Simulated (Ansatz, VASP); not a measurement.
**TaN in VASP and in Ansatz**

INCAR

```
SYSTEM = TaN
  ALGO = Normal
  EDIFF = 1E-7
  ENCUT = 520
  GGA = CA
  ISIF = 2
  ISMEAR = -1
  LASPH = .TRUE.
  LCHARG = .FALSE.
  LREAL = .FALSE.
  LWAVE = .FALSE.
  NBANDS = 15
  NELM = 80
  PREC = Accurate
  SIGMA = 0.02
```

KPOINTS

```
k-points
0
G
  12 12 10
  0 0 0
```

POSCAR

```
TaN
1.0
    2.9766611718      0.0000000000      0.0000000000
   -1.4883305859      2.5778641933      0.0000000000
    0.0000000000      0.0000000000      2.9209385612
Ta N
1 1
Direct
    0.3333333333      0.6666666667      0.5000000000
    0.0000000000      0.0000000000      0.0000000000
```

Input for Ansatz:

```yaml
crystal:
  lattice:
    - [2.9766611718, 0.0, 0.0]
    - [-1.4883305859, 2.5778641933, 0.0]
    - [0.0, 0.0, 2.9209385612]
  atoms:
    - { symbol: Ta, position: [0.3333333333, 0.6666666667, 0.5] }
    - { symbol: "N", position: [0.0, 0.0, 0.0] }
kpoints:
  mp_grid: { grid: [12, 12, 10] }
  band_path:
    path:
      - [0.0, 0.0, 0.0]
      - [0.5, 0.0, 0.0]
      - [0.3333333333, 0.3333333333, 0.0]
      - [0.0, 0.0, 0.0]
      - [0.0, 0.0, 0.5]
      - [0.5, 0.0, 0.5]
      - [0.3333333333, 0.3333333333, 0.5]
      - [0.0, 0.0, 0.5]
      - [0.5, 0.0, 0.5]
    npoints: 5
scf:
  occupations: { method: fermi_dirac, width: 0.02 }
hamiltonian:
  xc: lda
  pseudopotentials: { kind: all_electron, lapw: { basis_error: 0.00025 } }
output:
  forces: true
  stress: true
  eigenvalues: true
```

Change from the starting cell: volume scaled by 1.04.

Alike in both runs: task single point; functional LDA; k mesh 12 × 12 × 10; occupations fermi-dirac, width 0.02 eV; no spin polarisation.

|  | VASP | Ansatz |
| --- | --- | --- |
| version | VASP 6.6.1 | Ansatz 0.2.0 |
| potentials or method | VASP PAW LDA potentials, release 64 (Ta_pv, N), cutoff 520 eV | all-electron LAPW, scalar-relativistic |

```csv
,VASP,Ansatz,Ansatz less VASP
pressure (GPa),-22.0,-23.3,-1.33
"traceless stress, the component that is largest in VASP (GPa)",-1.88,-1.98,-0.107
```

LDA's correlation is that of Perdew and Zunger in VASP and of Perdew and Wang (1992) in Ansatz. Ansatz ran all-electron here, and VASP with PAW potentials.

Spin-orbit coupling is off throughout.
